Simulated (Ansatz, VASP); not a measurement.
Te: VASP beside Ansatz

```
CELL_PARAMETERS angstrom
4.52261 0.00000 0.00000
-2.26130 3.91669 0.00000
0.00000 0.00000 6.13413
ATOMIC_POSITIONS crystal
Te 0.73863 0.00000 0.33333
Te 0.00000 0.73863 0.66667
Te 0.26137 0.26137 0.00000
```

Change from the starting cell: strain along c alone, the other axes held, atoms relaxed: +3.0 %.

Alike in both runs: functional PBE; k mesh 12 × 12 × 6; occupations gaussian, width 0.01 eV; no spin polarisation.

Ansatz relaxed the structure, and its values are those at the end. VASP's run is a single point on that final structure, the one shown.

|  | VASP | Ansatz |
| --- | --- | --- |
| version | VASP 6.6.1 | Ansatz 0.2.0 |
| potentials or method | VASP PAW PBE potentials, release 64 (Te), cutoff 520 eV | scalar-relativistic, plane waves, PAW |
| valence electrons in the cell | 18 | 48 |

|  | VASP | Ansatz | Ansatz less VASP |
| --- | --- | --- | --- |
| gap on the k mesh at the Fermi level (eV) | 0.07 | 0.09 | +0.020 |
| least direct gap on the mesh (eV) | 0.07 | 0.09 | +0.020 |
| pressure (GPa) | -1.0 | -1.0 | 0.00 |

With one functional, cell and mesh, what is left measures potentials, basis and numerics. VASP's potentials hold 18 valence electrons a cell and Ansatz's 48, so a difference there can come from the potentials and not from the codes. Ansatz's warnings: stress scf threshold loose.

Neither program's run includes spin-orbit coupling.
